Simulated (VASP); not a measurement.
Here is a VASP 6.6.1 calculation.

File INCAR:

```
ALGO = Normal
EDIFF = 1E-6
EDIFFG = -0.002
ENCUT = 600
GGA = CA
IBRION = 2
ISIF = 3
ISMEAR = 0
LASPH = T
LCHARG = F
LREAL = F
LWAVE = F
NELM = 60
NSW = 100
PREC = Accurate
PSTRESS = 50.0
SIGMA = 0.01
```

The input KPOINTS:

```
k-points
0
Gamma
  8 8 2
```

Contents of POSCAR:

```
WSe2
1.0
    3.2497319238      0.0000000000      0.0000000000
   -1.6248659619      2.8143504015      0.0000000000
    0.0000000000      0.0000000000     12.8201696780
W Se
2 4
Direct
    0.3333333333      0.6666666667      0.2500000000
    0.6666666667      0.3333333333      0.7500000000
    0.3333333333      0.6666666667      0.6199816853
    0.6666666667      0.3333333333      0.1199816853
    0.3333333333      0.6666666667      0.8800183147
    0.6666666667      0.3333333333      0.3800183147
```

Potentials or basis: VASP PAW LDA potentials, release 64 (W_sv, Se).

Launch:

```sh
$ cat potpaw_LDA.64/W_sv/POTCAR potpaw_LDA.64/Se/POTCAR > POTCAR
$ mpirun -np 1 vasp_std > vasp.out
```

Predict the space group after relaxing (to 0.1 Å).

P6_3/mmc (No. 194).

What does it give for the relaxed volume?

18.20 Å³/atom.

What does it give for the relaxed cell?

a = 3.210 Å, b = 3.210 Å, c = 12.239 Å, α = 90.00°, β = 90.00°, γ = 120.00°.

Predict the band gap on the k mesh.

0.74 eV (least direct gap 1.88 eV).

Step by step:
```tsv
step	energy change (eV)	largest force (eV/Å)	pressure (GPa)	volume (Å³)
1	0.0000	0.1012	0.81	117.25
2	0.3540	1.4249	14.00	108.79
3	0.0553	0.5531	5.15	114.10
4	0.0665	0.2753	5.04	112.51
5	0.0940	0.0763	5.00	111.37
6	0.0983	0.0459	5.10	110.18
7	0.1251	0.0033	5.40	108.84
8	0.1281	0.0086	5.44	108.74
9	0.0995	0.0998	4.05	109.69
10	0.1161	0.0440	4.90	109.11
11	0.1135	0.0223	5.07	109.19
12	0.1144	0.0051	5.00	109.16
13	0.1144	0.0059	4.99	109.16
14	0.1149	0.0010	5.04	109.14
15	0.1149	0.0007	5.04	109.14
16	0.1146	0.0017	5.04	109.15
17	0.1135	0.0043	5.00	109.18
18	0.1139	0.0035	5.01	109.17
19	0.1142	0.0026	5.02	109.16
20	0.1139	0.0027	5.03	109.17
21	0.1129	0.0031	5.00	109.20
22	0.1127	0.0032	4.98	109.21
23	0.1128	0.0032	4.96	109.21
24	0.1129	0.0032	4.96	109.20
25	0.1133	0.0007	4.99	109.19
```

Caveat: the cell is relaxed towards a set pressure, so the run minimises the enthalpy, not the energy; spin-orbit coupling is left out, which moves the levels of the heavy elements. A k mesh can miss the band edges.
